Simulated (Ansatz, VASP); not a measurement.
# Au: VASP beside Ansatz

```
Au
1.0
    -1.69870    1.69870    1.57441
     1.69870   -1.69870    1.57441
     1.69870    1.69870   -1.57441
Au
1
Direct
  0.00000 0.00000 0.00000
```

Change from the starting cell: strain +0.025 along x and y, -0.050 along z, atoms carried along.

Alike in both runs: task single point; functional PBEsol; k mesh 20 × 20 × 20; occupations gaussian, width 0.15 eV; no spin polarisation.

|  | VASP | Ansatz |
| --- | --- | --- |
| version | VASP 6.6.1 | Ansatz 0.2.0 |
| potentials or method | VASP PAW PBE potentials, release 64 (Au), cutoff 520 eV | scalar-relativistic, plane waves, PAW |
| valence electrons in the cell | 11 | 19 |

Ansatz gave:

| Item | Value |
| --- | --- |
| gap on the k mesh at the Fermi level (eV) | none |
| pressure (GPa) | -9.1 |
| traceless stress, the component that is largest in VASP (GPa) | -0.58 |

Q: Which values does VASP return?

A: gap on the k mesh at the Fermi level (eV): none; pressure (GPa): -9.3; traceless stress, the component that is largest in VASP (GPa): -0.59.

VASP's potentials were made for PBE, not for PBEsol. A gap of «none» marks a metal or a gap that the smearing closes. The functional is the same, so the differences come from potentials, cutoffs and numerics. VASP's potentials hold 11 valence electrons a cell and Ansatz's 19, so a difference there can come from the potentials and not from the codes.

Spin-orbit coupling is off throughout.
